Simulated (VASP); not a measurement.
Here is a VASP 6.6.1 calculation.

The input POSCAR:

```
FeO
1.0
    0.0000000000      1.9901541473      1.9901541473
    1.9901541473      0.0000000000      1.9901541473
    1.9901541473      1.9901541473      0.0000000000
Fe O
1 1
Direct
    0.0000000000      0.0000000000      0.0000000000
    0.5000000000      0.5000000000      0.5000000000
```

The input INCAR.step1:

```
  PREC = Accurate
  ENCUT = 520
  ISMEAR = -1
  SIGMA = 0.1
  LREAL = False
  LASPH = True
  NELM = 80
  NBANDS = 14
  GGA = PE
  ALGO = Normal
  EDIFF = 1E-4
  LWAVE = True
  LCHARG = False
```

File INCAR.step2:

```
  PREC = Accurate
  ENCUT = 520
  EDIFF = 1E-6
  ISMEAR = -1
  SIGMA = 0.1
  LREAL = False
  LASPH = True
  NELM = 80
  ALGO = Normal
  ISIF = 2
  LWAVE = False
  LCHARG = False
  METAGGA = R2SCAN
  LMIXTAU = True
  NBANDS = 14
  ISTART = 1
```

Contents of KPOINTS:

```
regular mesh
0
Gamma
  14 14 14
```

Potentials or basis: VASP PAW PBE potentials, release 64 (Fe, O).

Command:

```sh
$ cat potpaw_PBE.64/Fe/POTCAR potpaw_PBE.64/O/POTCAR > POTCAR
$ cp INCAR.step1 INCAR
$ mpirun -np 1 vasp_std > vasp.out
$ cp INCAR.step2 INCAR
$ mpirun -np 1 vasp_std > vasp.out
```

Q: Predict the pressure.

A: 25.1 GPa.

Q: Estimate the band gap on the k mesh.

A: Zero (bands 7 and 8 overlap by 0.20 eV).

Caveat: the cell stands under pressure; the PAW data sets were made with another functional, which shifts forces and pressure a little; the run has no spin polarisation, though such a crystal can be magnetic; semilocal functionals often make such compounds metallic where correlation or magnetic order opens a gap, which also shifts bond lengths. With open d or f shells a metallic result of r2SCAN can be an artefact of self-interaction; +U or a hybrid may open a gap.
